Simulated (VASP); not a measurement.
# Ga (Cmcm) in VASP: a series of runs, part 2 of 2

VASP 6.6.1.

## 3. Electric field gradients, LDA

This run uses another cell than the first one, of 18.68 Å³/atom.

File INCAR:

```
PREC = Accurate
ENCUT = 520
EDIFF = 1E-8
ISMEAR = -1
SIGMA = 0.08
LREAL = False
LASPH = True
NELM = 80
ALGO = Normal
ISIF = 2
LWAVE = False
LCHARG = False
LEFG = True
NBANDS = 20
```

File KPOINTS:

```
Automatic mesh
0
Gamma
  12 12 10
```

File POSCAR:

```
Ga
1.0
    1.4500000000     -4.0650000000      0.0000000000
    1.4500000000      4.0650000000      0.0000000000
    0.0000000000      0.0000000000      3.1700000000
Ga
2
Direct
    0.8670000000      0.1330000000      0.2500000000
    0.1330000000      0.8670000000      0.7500000000
```

Potentials or basis: VASP PAW LDA potentials, release 64 (Ga_d).

Started as:

```console
$ cat potpaw_LDA.64/Ga_d/POTCAR > POTCAR
$ mpirun -np 1 vasp_std > vasp.out
```

OUTCAR:

```text
PREC = Accurate
   ENCUT = 520
   EDIFF = 1E-8
   ISMEAR = -1
   LREAL = False
   LASPH = True
   NELM = 80
   ISIF = 2

 ion  position               nearest neighbor table
   1  0.867  0.133  0.250-   2 2.68   2 2.68   2 2.87   2 2.87   2 2.87   2 2.87
   2  0.133  0.867  0.750-   1 2.68   1 2.68   1 2.87   1 2.87   1 2.87   1 2.87

  LATTYP: Found a base centered orthorhombic cell.
 ALAT       =     2.9000000000
 B/A-ratio  =     2.8034482759
 C/A-ratio  =     1.0931034483

  Lattice vectors:

 A1 = (   1.4500000000,  -4.0650000000,   0.0000000000)
 A2 = (   1.4500000000,   4.0650000000,   0.0000000000)
 A3 = (   0.0000000000,   0.0000000000,   3.1700000000)

Analysis of symmetry for initial positions (statically):
=====================================================================
 Subroutine PRICEL returns:
 Original cell was already a primitive cell.

 Routine SETGRP: Setting up the symmetry group for a
 base centered orthorhombic supercell.

 Subroutine GETGRP returns: Found  8 space group operations
 (whereof  4 operations were pure point group operations)
 out of a pool of  8 trial point group operations.

The static configuration has the point symmetry C_2h.
 The point group associated with its full space group is D_2h.

Analysis of symmetry for dynamics (positions and initial velocities):
=====================================================================
 Subroutine PRICEL returns:
 Original cell was already a primitive cell.

 Routine SETGRP: Setting up the symmetry group for a
 base centered orthorhombic supercell.

 Subroutine GETGRP returns: Found  8 space group operations
 (whereof  4 operations were pure point group operations)
 out of a pool of  8 trial point group operations.

The dynamic configuration has the point symmetry C_2h.
 The point group associated with its full space group is D_2h.

 Subroutine INISYM returns: Found  8 space group operations
 (whereof  4 operations are pure point group operations),
 and found     1 'primitive' translations

----------------------------------------------------------------------------------------

                                     Primitive cell

  volume of cell :      37.3695

  direct lattice vectors                    reciprocal lattice vectors
     1.450000000 -4.065000000  0.000000000     0.344827586 -0.123001230  0.000000000
     1.450000000  4.065000000  0.000000000     0.344827586  0.123001230  0.000000000
     0.000000000  0.000000000  3.170000000     0.000000000  0.000000000  0.315457413

  length of vectors
     4.315868974  4.315868974  3.170000000     0.366108409  0.366108409  0.315457413

  position of ions in fractional coordinates (direct lattice)
     0.867000000  0.133000000  0.250000000
     0.133000000  0.867000000  0.750000000

  ion indices of the primitive-cell ions
   primitive index   ion index
                 1           1
                 2           2

----------------------------------------------------------------------------------------

 KPOINTS: Automatic mesh

Automatic generation of k-mesh.
 Grid dimensions read from file:
[... 72 lines left out ...]
   ISYM   =      2    0-nonsym 1-usesym 2-fastsym
   POTIM  = 0.5000    time-step for ionic-motion
   TEBEG  =    0.0;   TEEND  =   0.0 temperature during run
   PSTRESS=    0.0 pullay stress
   NELECT =      26.0000    total number of electrons
   NUPDOWN=      -1.0000    fix difference up-down
   EMIN   =  10.00;   EMAX   =-10.00  energy-range for DOS
   EFERMI =   0.00;   METHOD = LEGACY
   ISMEAR =    -1;   SIGMA  =   0.08  broadening in eV -4-tet -1-fermi 0-gaus
   EFERMI_NEDOS =   21; number of points for ismear=-14 and -15
   IALGO  =     38    algorithm
   IMIX   =      4    mixing-type and parameters
     AMIX     =   0.40;   BMIX     =  1.00
     AMIX_MAG =   1.60;   BMIX_MAG =  1.00
  volume/ion in A,a.u.               =      18.68       126.09
  Fermi-wavevector in a.u.,A,eV,Ry     =   1.450641  2.741314 28.631555  2.104360
  Thomas-Fermi vector in A             =   2.568230
   LORBIT       =      0    0 simple, 1 ext, 2 COOP (PROOUT), +10 PAW based schemes
   GGA     = CA    functional components
   LHFCALC =     F    Hartree Fock is set to
   AEXX    =    0.0000 exact exchange contribution
   IVDW    =     0    specifies the selected vdW correction
   LEPSILON=     F    determine dielectric tensor
   LRPA    =     F    only Hartree local field effects (RPA)
 non-spin polarized calculation
  energy-cutoff  :      520.00
  volume of cell :       37.37
 maximum number of plane-waves:      1028
   NGX = 17   NGY = 17   NGZ = 11

 number of electron      26.0000003 magnetization

 Free energy of the ion-electron system (eV)
  ---------------------------------------------------
  ext. energy  EPLUGINS =         0.00000000
  ---------------------------------------------------
  free energy    TOTEN  =        -7.10893512 eV

  energy without entropy =       -7.09181794  energy(sigma->0) =       -7.10037653

 E-fermi :   5.3996     XC(G=0): -11.3314

 val. band max:        5.3744165124   @ k =   0.1667   0.0000   0.1000
 cond. band min:       5.4214546826   @ k =   0.3333   0.2500   0.4000
 fundamental gap:      0.0470381702
 Fermi energy:         5.3995747171

 k-point     1 :       0.0000    0.0000    0.0000
  band No.  band energies     occupation
      1      -9.8805      2.00000
      2      -9.8582      2.00000
      3      -9.7882      2.00000
      4      -9.7725      2.00000
      5      -9.5832      2.00000
      6      -9.5675      2.00000
[... 541 lines left out ...]
     19      16.0492      0.00000
     20      18.0580      0.00000

 [... further k-points ...]

------------------------ aborting loop because EDIFF is reached ----------------------------------------

  FORCE on cell =-STRESS in cart. coord.  units (eV):
  Direction    XX          YY          ZZ          XY          YZ          ZX
  --------------------------------------------------------------------------------------
  -------------------------------------------------------------------------------------
  Total       -1.3539835     -0.6838162     -0.5846238      0.0000000      0.0000000      0.0000000
  in kB      -58.0505228    -29.3178525    -25.0650914      0.0000000      0.0000000      0.0000000
  external PRESSURE =     -37.4778222 kB  Pullay stress =       0.0000000 kB

 VOLUME and BASIS-vectors are now :
 -----------------------------------------------------------------------------
  energy-cutoff  :      520.00
  volume of cell :       37.37
      direct lattice vectors                 reciprocal lattice vectors
     1.450000000 -4.065000000  0.000000000     0.344827586 -0.123001230  0.000000000
     1.450000000  4.065000000  0.000000000     0.344827586  0.123001230  0.000000000
     0.000000000  0.000000000  3.170000000     0.000000000  0.000000000  0.315457413

 POSITION                                       TOTAL-FORCE (eV/Angst)
 -----------------------------------------------------------------------------------
      1.45000     -2.98371      0.79250         0.000000      0.180552      0.000000
      1.45000      2.98371      2.37750         0.000000     -0.180552     -0.000000
 -----------------------------------------------------------------------------------
    total drift:                                0.000000      0.000000     -0.000000

  FREE ENERGIE OF THE ION-ELECTRON SYSTEM (eV)
  ---------------------------------------------------
  free  energy   TOTEN  =        -7.1089351246 eV

  energy  without entropy=       -7.0918179385  energy(sigma->0) =       -7.10037653

 Electric field gradients (V/A^2)
---------------------------------------------------------------------
 ion       V_xx      V_yy      V_zz      V_xy      V_xz      V_yz
---------------------------------------------------------------------
   1      10.613   -27.576    16.964    -0.000     0.000    -0.000
   2      10.613   -27.576    16.964     0.000     0.000     0.000
---------------------------------------------------------------------

 Electric field gradients after diagonalization (V/A^2)
 (convention: |V_zz| > |V_xx| > |V_yy|)
----------------------------------------------------------------------
 ion       V_xx      V_yy      V_zz     asymmetry (V_yy - V_xx)/ V_zz
----------------------------------------------------------------------
   1      16.964    10.613   -27.576       0.230
   2      16.964    10.613   -27.576       0.230
----------------------------------------------------------------------

           NMR quadrupolar parameters

 Cq : quadrupolar parameter    Cq=e*Q*V_zz/h
 eta: asymmetry parameters     (V_yy - V_xx)/ V_zz
 Q  : nuclear electric quadrupole moment in mb (millibarn)
----------------------------------------------------------------------
 ion       Cq(MHz)       eta       Q (mb)
----------------------------------------------------------------------
   1      -0.067       0.230       1.000
   2      -0.067       0.230       1.000
----------------------------------------------------------------------
```

Run time: 3.2 min. Hardware: 1 thread of Intel Xeon 8259CL, shared host; peak memory 0.26 GiB.

What came out:

```yaml
Free_energy: -7.1089 eV
Pressure: -3.7 GPa
Largest_force: 0.181 eV/Å
Band_gap_on_the_k_mesh: zero (bands 13 and 14 overlap by 9.29 eV)
Largest_electric_field_gradient_by_atom: Ga -27.6 V/Å²
```

Forces on the atoms (eV/Å):
```
Ga   0.000  0.181  0.000
Ga   0.000 -0.181  0.000
```

Stress tensor (GPa, compression positive):
```
-5.81  0.00  0.00
 0.00 -2.93  0.00
 0.00  0.00 -2.51
```

Electric field gradients, principal values (V/Å²):
```csv
atom,least,middle,greatest (by size)
1 Ga,10.613,16.964,-27.576
2 Ga,10.613,16.964,-27.576
```

Caveat: the cell stands under tension; without QUAD_EFG the Cq values of the log hold for a quadrupole moment of 1 mb, not for the nuclei.

The gap in the log of VASP goes by the Fermi energy; the results here count the filled bands.